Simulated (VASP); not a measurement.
Write the native input for VASP 6.6.1 that does the following.

```yaml
Task: single point
Functional: LDA
Potentials_or_basis: VASP PAW LDA potentials, release 64 (Pb_d)
Cutoff: 520 eV
k_mesh: 14 × 14 × 14
Occupations: gaussian, width 0.1 eV
Spin: no spin polarisation
Dipole_correction: no
Further_INCAR_settings: ALGO = Fast; EDIFF = 1e-06; NBANDS = 13
```

The structure of Pb lies in POSCAR:

```
Pb
1.0
    0.0000000000      2.4411412253      2.4411412253
    2.4411412253      0.0000000000      2.4411412253
    2.4411412253      2.4411412253      0.0000000000
Pb
1
Direct
    0.0000000000      0.0000000000      0.0000000000
```

The input as run:

INCAR

```
ALGO = Fast ; EDIFF = 1E-6
ENCUT = 520 ; ISIF = 2
ISMEAR = 0 ; LASPH = True
LCHARG = False ; LREAL = False
LWAVE = False ; NBANDS = 13
NELM = 80 ; PREC = Accurate
SIGMA = 0.1
```

KPOINTS

```
k-points
0
Gamma
  14 14 14
```

Potentials or basis: VASP PAW LDA potentials, release 64 (Pb_d).

Launch:

```sh
$ cat potpaw_LDA.64/Pb_d/POTCAR > POTCAR
$ mpirun -np 1 vasp_std > vasp.out
```

Results of the run:

```json
{"Pressure": "0.1 GPa", "Band gap on the k mesh": "zero (band 7 reaches 15.16 eV, above the bottom of band 8 at 5.85 eV)"}
```

Caveat: spin-orbit coupling is left out, which moves the levels of the heavy elements.

Run time: 51 s on 1 thread of Intel Xeon 6975P-C, on a shared host, peak memory 0.16 GiB.
